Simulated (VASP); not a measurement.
The system is MoS.

```
CELL_PARAMETERS angstrom
2.97064 0.00000 0.00000
0.00000 2.97064 0.00000
0.00000 0.00000 2.97064
ATOMIC_POSITIONS crystal
Mo 0.00000 0.00000 0.00000
S 0.50000 0.50000 0.50000
```

Base run:

| Property | Result |
| --- | --- |
| Program | VASP 6.6.1 |
| Functional | PBEsol |
| Potentials or basis | VASP PAW PBE potentials, release 64 (Mo_sv, S) |
| Cutoff | 520 eV |
| k mesh | 14 × 14 × 14 |
| Occupations | gaussian, width 0.05 eV |
| Spin | collinear spin |
| Starting moments | [3.5, 0.0] μB |
| Hubbard terms | Mo d U = 6.0 eV |

Its results: pressure 22.2 GPa; net moment 1.55 μB per cell.

Question: After a change of settings the same cell gave: pressure 2.4 GPa; net moment 0.00 μB per cell. Which change was it?
A. hubbard terms from Mo d U = 6.0 eV to Mo d U = 2.0 eV; further incar settings from ALGO = Normal; EDIFF = 1e-06; NBANDS = 21 to ALGO = Normal; EDIFF = 1e-07; NBANDS = 21
B. occupations from gaussian, width 0.05 eV to gaussian, width 0.1 eV; hubbard terms from Mo d U = 6.0 eV to none
C. hubbard terms from Mo d U = 6.0 eV to Mo d U = 4.0 eV

Answer: A.

Caveats: the PAW data sets were made with another functional, which shifts forces and pressure a little; the cell stands under pressure (at least some runs).
